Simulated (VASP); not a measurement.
# Sr2BeTe3 (P3m1) in VASP: a series of runs

Runs on Sr2BeTe3. Level: PBE. Tasks: single point.

Program: VASP 6.6.1. These are calculated values, not measurements. Logs are shortened: lines on timing, memory, paths and dates and some standing lists are left out, and cuts for length are marked.

## Step 1: The cell of the first run

It takes space group P3m1 (No. 156, trigonal). Conventional cell: a = 4.680 Å, b = 4.680 Å, c = 12.741 Å, α = 90.00°, β = 90.00°, γ = 120.00°. Within 4.1 Å of Sr (site symmetry 3m) lie 4 Te at 3.14 to 3.26 Å. Within 4.1 Å of Sr (site symmetry 3m) lie 4 Te at 3.13 to 3.19 Å. Be (site symmetry 3m) has 4 Te at 2.42 to 2.79 Å within 3.2 Å. Te (site symmetry 3m) has 1 Be at 2.42 Å and 3 Sr at 3.13 Å within 3.2 Å. Within 3.7 Å of Te (site symmetry 3m) lie 3 Be at 2.79 Å and 1 Sr at 3.26 Å. Te (site symmetry 3m) has 4 Sr at 3.14 to 3.19 Å within 4.1 Å.

## Step 2: Single point, PBE

Contents of INCAR:

```
PREC = Accurate
ENCUT = 520
EDIFF = 1E-6
ISMEAR = 0
SIGMA = 0.02
LREAL = False
LASPH = True
NELM = 100
ALGO = Normal
ISIF = 2
LWAVE = False
LCHARG = False
GGA = PE
NBANDS = 29
```

Contents of KPOINTS:

```
Automatic mesh
0
Gamma
  6 6 2
```

Contents of POSCAR:

```
Sr2BeTe3
1.0
    4.6802977311      0.0000000000      0.0000000000
   -2.3401488655      4.0532567324      0.0000000000
    0.0000000000      0.0000000000     12.7411763596
Sr Be Te
2 1 3
Direct
    0.3333333333      0.6666666667      0.4878989922
    0.6666666667      0.3333333333      0.8637701480
    0.0000000000      0.0000000000      0.1770433895
    0.0000000000      0.0000000000      0.9874848836
    0.3333333333      0.6666666667      0.2320403394
    0.6666666667      0.3333333333      0.6131705772
```

Potentials or basis: VASP PAW PBE potentials, release 64 (Sr_sv, Be, Te).

The run is started by

```sh
> cat potpaw_PBE.64/Sr_sv/POTCAR potpaw_PBE.64/Be/POTCAR potpaw_PBE.64/Te/POTCAR > POTCAR
> mpirun -np 1 vasp_std > vasp.out
```

OUTCAR:

```text
PREC = Accurate
   ENCUT = 520
   EDIFF = 1E-6
   ISMEAR = 0
   LREAL = False
   LASPH = True
   NELM = 100
   ISIF = 2
   GGA = PE

 ion  position               nearest neighbor table
   1  0.333  0.667  0.488-   6 3.14   6 3.14   6 3.14   5 3.26
   2  0.667  0.333  0.864-   4 3.13   4 3.13   4 3.13   6 3.19
   3  0.000  0.000  0.177-   4 2.42   5 2.79   5 2.79   5 2.79
   4  0.000  0.000  0.987-   3 2.42   2 3.13   2 3.13   2 3.13
   5  0.333  0.667  0.232-   3 2.79   3 2.79   3 2.79   1 3.26
   6  0.667  0.333  0.613-   1 3.14   1 3.14   1 3.14   2 3.19

  LATTYP: Found a hexagonal cell.
 ALAT       =     4.6802977311
 C/A-ratio  =     2.7223003945

  Lattice vectors:

 A1 = (   4.6802977311,   0.0000000000,   0.0000000000)
 A2 = (  -2.3401488655,   4.0532567324,   0.0000000000)
 A3 = (   0.0000000000,   0.0000000000,  12.7411763596)

Analysis of symmetry for initial positions (statically):
=====================================================================
 Subroutine PRICEL returns:
 Original cell was already a primitive cell.

 Routine SETGRP: Setting up the symmetry group for a
 hexagonal supercell.

 Subroutine GETGRP returns: Found  6 space group operations
 (whereof  6 operations were pure point group operations)
 out of a pool of 24 trial point group operations.

The static configuration has the point symmetry C_3v.

Analysis of symmetry for dynamics (positions and initial velocities):
=====================================================================
 Subroutine PRICEL returns:
 Original cell was already a primitive cell.

 Routine SETGRP: Setting up the symmetry group for a
 hexagonal supercell.

 Subroutine GETGRP returns: Found  6 space group operations
 (whereof  6 operations were pure point group operations)
 out of a pool of 24 trial point group operations.

The dynamic configuration has the point symmetry C_3v.

 Subroutine INISYM returns: Found  6 space group operations
 (whereof  6 operations are pure point group operations),
 and found     1 'primitive' translations

----------------------------------------------------------------------------------------

                                     Primitive cell

  volume of cell :     241.7058

  direct lattice vectors                    reciprocal lattice vectors
     4.680297731  0.000000000  0.000000000     0.213661621  0.123357594  0.000000000
    -2.340148865  4.053256732  0.000000000     0.000000000  0.246715189  0.000000000
     0.000000000  0.000000000 12.741176360     0.000000000  0.000000000  0.078485689

  length of vectors
     4.680297731  4.680297731 12.741176360     0.246715189  0.246715189  0.078485689

  position of ions in fractional coordinates (direct lattice)
     0.333333333  0.666666667  0.487898992
     0.666666667  0.333333333  0.863770148
     0.000000000  0.000000000  0.177043389
     0.000000000  0.000000000  0.987484884
     0.333333333  0.666666667  0.232040339
     0.666666667  0.333333333  0.613170577

  ion indices of the primitive-cell ions
   primitive index   ion index
                 1           1
                 2           2
                 3           3
                 4           4
                 5           5
                 6           6

----------------------------------------------------------------------------------------

 KPOINTS: Automatic mesh

Automatic generation of k-mesh.
 Grid dimensions read from file:
 generate k-points for:    6    6    2

 Generating k-lattice:

  Cartesian coordinates                     Fractional coordinates (reciprocal lattice)
     0.035610270  0.020559599  0.000000000     0.166666667  0.000000000  0.000000000
     0.000000000  0.041119198  0.000000000     0.000000000  0.166666667  0.000000000
     0.000000000  0.000000000  0.039242844     0.000000000  0.000000000  0.500000000

  Length of vectors
     0.041119198  0.041119198  0.039242844

  Shift w.r.t. Gamma in fractional coordinates (k-lattice)
     0.000000000  0.000000000  0.000000000

 Subroutine IBZKPT returns following result:
 ===========================================

 Found     14 irreducible k-points:

 Following reciprocal coordinates:
            Coordinates               Weight
  0.000000  0.000000  0.000000      1.000000
  0.166667 -0.000000  0.000000      6.000000
  0.333333  0.000000  0.000000      6.000000
  0.500000 -0.000000  0.000000      3.000000
  0.166667  0.166667  0.000000      6.000000
  0.333333  0.166667  0.000000     12.000000
  0.333333  0.333333  0.000000      2.000000
  0.000000  0.000000  0.500000      1.000000
  0.166667 -0.000000  0.500000      6.000000
  0.333333  0.000000  0.500000      6.000000
  0.500000 -0.000000  0.500000      3.000000
  0.166667  0.166667  0.500000      6.000000
  0.333333  0.166667  0.500000     12.000000
  0.333333  0.333333  0.500000      2.000000
   k-points           NKPTS =     14   k-points in BZ     NKDIM =     14   number of bands    NBANDS=     29
   number of dos      NEDOS =    301   number of ions     NIONS =      6
   total plane-waves  NPLWV = 124416
   dimension x,y,z NGX =    36 NGY =   36 NGZ =   96
   dimension x,y,z NGXF=    72 NGYF=   72 NGZF=  192
   ions per type =               2   1   3
   NGX,Y,Z   is equivalent  to a cutoff of  12.79, 12.79, 12.53 a.u.
   NGXF,Y,Z  is equivalent  to a cutoff of  25.57, 25.57, 25.05 a.u.
 SYSTEM =  unknown system
   PREC   = accura    normal or accurate (medium, high low for compatibility)
   ISTART =      0    job   : 0-new  1-cont  2-samecut
   ICHARG =      2    charge: 1-file 2-atom 10-const
   ISPIN  =      1    spin polarized calculation?
   LNONCOLLINEAR =      F non collinear calculations
   LSORBIT =      F    spin-orbit coupling
   LASPH  =      T    aspherical Exc in radial PAW
   ENCUT  =  520.0 eV  38.22 Ry    6.18 a.u.   8.70  8.70 23.69*2*pi/ulx,y,z
   NELM   =    100;   NELMIN=  2; NELMDL= -5     # of ELM steps
   EDIFF  = 0.1E-05   stopping-criterion for ELM
   LREAL  =      F    real-space projection
   EDIFFG = 0.1E-04   stopping-criterion for IOM
   NSW    =      0    number of steps for IOM
   IBRION =     -1    ionic relax: 0-MD 1-quasi-New 2-CG
   NFREE  =      0    steps in history (QN), initial steepest desc. (CG)
   ISIF   =      2    stress and relaxation
   ISYM   =      2    0-nonsym 1-usesym 2-fastsym
   POTIM  = 0.5000    time-step for ionic-motion
   TEBEG  =    0.0;   TEEND  =   0.0 temperature during run
   PSTRESS=    0.0 pullay stress
   NELECT =      40.0000    total number of electrons
   NUPDOWN=      -1.0000    fix difference up-down
   EMIN   =  10.00;   EMAX   =-10.00  energy-range for DOS
   EFERMI =   0.00;   METHOD = LEGACY
   ISMEAR =     0;   SIGMA  =   0.02  broadening in eV -4-tet -1-fermi 0-gaus
   EFERMI_NEDOS =   21; number of points for ismear=-14 and -15
   IALGO  =     38    algorithm
   IMIX   =      4    mixing-type and parameters
     AMIX     =   0.40;   BMIX     =  1.00
     AMIX_MAG =   1.60;   BMIX_MAG =  1.00
  volume/ion in A,a.u.               =      40.28       271.85
  Fermi-wavevector in a.u.,A,eV,Ry     =   0.898806  1.698496 10.991488  0.807852
  Thomas-Fermi vector in A             =   2.021561
   LORBIT       =      0    0 simple, 1 ext, 2 COOP (PROOUT), +10 PAW based schemes
   GGA     = PE    functional components
   LHFCALC =     F    Hartree Fock is set to
   AEXX    =    0.0000 exact exchange contribution
   IVDW    =     0    specifies the selected vdW correction
   LEPSILON=     F    determine dielectric tensor
   LRPA    =     F    only Hartree local field effects (RPA)
 non-spin polarized calculation
 Gauss-broadening in eV      SIGMA  =   0.02
  energy-cutoff  :      520.00
  volume of cell :      241.71
 maximum number of plane-waves:      6544
 NGX is ok and might be reduce to    36
   NGX = 17   NGY = 17   NGZ = 47

 number of electron      39.9999998 magnetization

 Free energy of the ion-electron system (eV)
  ---------------------------------------------------
  ext. energy  EPLUGINS =         0.00000000
  ---------------------------------------------------
  free energy    TOTEN  =       -21.63000177 eV

  energy without entropy =      -21.63000177  energy(sigma->0) =      -21.63000177

 E-fermi :   1.6940     XC(G=0):  -7.5809

 val. band max:        1.5962793129   @ k =   0.0000   0.0000   0.0000
 cond. band min:       3.0718071105   @ k =   0.0000   0.0000   0.0000
 fundamental gap:      1.4755277976
 Fermi energy:         1.6940147819

 k-point     1 :       0.0000    0.0000    0.0000
  band No.  band energies     occupation
      1     -33.1040      2.00000
      2     -33.0876      2.00000
      3     -15.1505      2.00000
      4     -15.1505      2.00000
      5     -15.1499      2.00000
      6     -15.1366      2.00000
[... 21 lines left out ...]
     28       6.0731      0.00000
     29       6.0824      0.00000

 k-point     2 :       0.1667   -0.0000    0.0000
  band No.  band energies     occupation
      1     -33.1032      2.00000
      2     -33.0867      2.00000
      3     -15.1795      2.00000
      4     -15.1648      2.00000
      5     -15.1553      2.00000
      6     -15.1413      2.00000
[... 21 lines left out ...]
     28       6.1456      0.00000
     29       6.4379      0.00000

 k-point     3 :       0.3333    0.0000    0.0000
  band No.  band energies     occupation
      1     -33.1015      2.00000
      2     -33.0851      2.00000
      3     -15.2259      2.00000
      4     -15.2113      2.00000
      5     -15.1647      2.00000
      6     -15.1506      2.00000
[... 21 lines left out ...]
     28       6.5580      0.00000
     29       6.9337      0.00000

 k-point     4 :       0.5000   -0.0000    0.0000
  band No.  band energies     occupation
      1     -33.1006      2.00000
      2     -33.0842      2.00000
      3     -15.2485      2.00000
      4     -15.2339      2.00000
      5     -15.1695      2.00000
      6     -15.1553      2.00000
[... 277 lines left out ...]
     28       6.3781      0.00000
     29       6.7079      0.00000

 k-point    13 :       0.3333    0.1667    0.5000
  band No.  band energies     occupation
      1     -33.1006      2.00000
      2     -33.0842      2.00000
      3     -15.2380      2.00000
      4     -15.2235      2.00000
      5     -15.1804      2.00000
      6     -15.1662      2.00000
[... 21 lines left out ...]
     28       6.7754      0.00000
     29       6.9227      0.00000

 k-point    14 :       0.3333    0.3333    0.5000
  band No.  band energies     occupation
      1     -33.1002      2.00000
      2     -33.0838      2.00000
      3     -15.2338      2.00000
      4     -15.2194      2.00000
      5     -15.1985      2.00000
      6     -15.1843      2.00000
[... 21 lines left out ...]
     28       6.6778      0.00000
     29       6.8165      0.00000

------------------------ aborting loop because EDIFF is reached ----------------------------------------

  FORCE on cell =-STRESS in cart. coord.  units (eV):
  Direction    XX          YY          ZZ          XY          YZ          ZX
  --------------------------------------------------------------------------------------
  -------------------------------------------------------------------------------------
  Total        0.0926589      0.0926589      0.1953349      0.0000000      0.0000000     -0.0000000
  in kB        0.6142013      0.6142013      1.2948019      0.0000000      0.0000000     -0.0000000
  external PRESSURE =       0.8410682 kB  Pullay stress =       0.0000000 kB

 VOLUME and BASIS-vectors are now :
 -----------------------------------------------------------------------------
  energy-cutoff  :      520.00
  volume of cell :      241.71
      direct lattice vectors                 reciprocal lattice vectors
     4.680297731  0.000000000  0.000000000     0.213661621  0.123357594  0.000000000
    -2.340148865  4.053256732  0.000000000     0.000000000  0.246715189  0.000000000
     0.000000000  0.000000000 12.741176360     0.000000000  0.000000000  0.078485689

 POSITION                                       TOTAL-FORCE (eV/Angst)
 -----------------------------------------------------------------------------------
     -0.00000      2.70217      6.21641         0.000000     -0.000000     -0.007587
      2.34015      1.35109     11.00545         0.000000     -0.000000     -0.005056
      0.00000      0.00000      2.25574        -0.000000      0.000000      0.011591
      0.00000      0.00000     12.58172        -0.000000      0.000000      0.009504
     -0.00000      2.70217      2.95647        -0.000000      0.000000     -0.010150
      2.34015      1.35109      7.81251        -0.000000      0.000000      0.001699
 -----------------------------------------------------------------------------------
    total drift:                                0.000000     -0.000000      0.000827

  FREE ENERGIE OF THE ION-ELECTRON SYSTEM (eV)
  ---------------------------------------------------
  free  energy   TOTEN  =       -21.6300017720 eV

  energy  without entropy=      -21.6300017720  energy(sigma->0) =      -21.63000177
```

Wall time 3.4 min (1 thread of Oxide Virtual Turin-like, shared host); peak memory 0.36 GiB.

Results:

```yaml
Free_energy: -21.6300 eV
Pressure: 0.1 GPa
Largest_force: 0.012 eV/Å
Band_gap_on_the_k_mesh: 1.48 eV
```

Forces on the atoms (eV/Å):
```
Sr   0.000  0.000 -0.008
Sr   0.000  0.000 -0.005
Be   0.000  0.000  0.012
Te   0.000  0.000  0.010
Te   0.000  0.000 -0.010
Te   0.000  0.000  0.002
```

Levels at points of the mesh, in eV from the valence-band top:
```tsv
k point	band 17	band 18	band 19	band 20	band 21	band 22	band 23	band 24
(0.00, 0.00, 0.00)	-0.30	-0.30	0.00	0.00	1.48	2.76	3.37	3.80
(0.50, 0.00, 0.00)	-1.07	-0.44	-0.40	-0.17	2.26	2.61	3.22	3.33
(0.00, 0.00, 0.50)	-0.26	-0.26	-0.02	-0.02	1.67	2.65	3.69	3.76
(0.50, 0.00, 0.50)	-1.13	-0.47	-0.34	-0.14	2.32	2.55	3.00	3.45
```

Caveat: spin-orbit coupling is left out, which moves the levels of the heavy elements. A k mesh can miss the band edges.

[end of part 1 of 2]
